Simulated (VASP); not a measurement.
Input of a VASP 6.6.1 run:

File INCAR:

```
SYSTEM = TaN
PREC     = Accurate       ! precision mode
ENCUT    = 600            ! plane-wave cutoff, eV
EDIFF    = 1E-6           ! SCF threshold, eV
ISMEAR   = 0              ! smearing method
SIGMA    = 0.1            ! smearing width, eV
LREAL    = .False.        ! projectors in reciprocal space
LASPH    = .True.         ! aspherical terms in the spheres
NELM     = 60             ! most SCF steps
ALGO     = Normal         ! electronic algorithm
ISIF     = 3              ! what is computed and relaxed
LWAVE    = .False.        ! write WAVECAR
LCHARG   = .False.        ! write CHGCAR
GGA      = PE             ! functional
IBRION   = 2              ! ionic algorithm
NSW      = 100            ! ionic steps
EDIFFG   = -0.005         ! ionic threshold
```

The input KPOINTS:

```
Automatic mesh
0
Gamma
  16 16 16
  0 0 0
```

POSCAR

```
TaN
1.0
    0.0000000000      2.2088091551      2.2088091551
    2.2088091551      0.0000000000      2.2088091551
    2.2088091551      2.2088091551      0.0000000000
Ta N
1 1
Direct
    0.5000000000      0.5000000000      0.5000000000
    0.0000000000      0.0000000000      0.0000000000
```

Potentials or basis: VASP PAW PBE potentials, release 64 (Ta_pv, N).

Launch:

```console
$ cat potpaw_PBE.64/Ta_pv/POTCAR potpaw_PBE.64/N/POTCAR > POTCAR
$ mpirun -np 1 vasp_std > vasp.out
```

(1) What does it give for the band gap on the k mesh?

(2) What does it give for the relaxed volume?

(3) Estimate the relaxed cell.

Answers

(1) zero (bands 8 and 9 overlap by 3.92 eV).

(2) 10.80 Å³/atom.

(3) a = 3.126 Å, b = 3.126 Å, c = 3.126 Å, α = 60.00°, β = 60.00°, γ = 60.00°.

Caveat: spin-orbit coupling is left out, which moves the levels of the heavy elements.
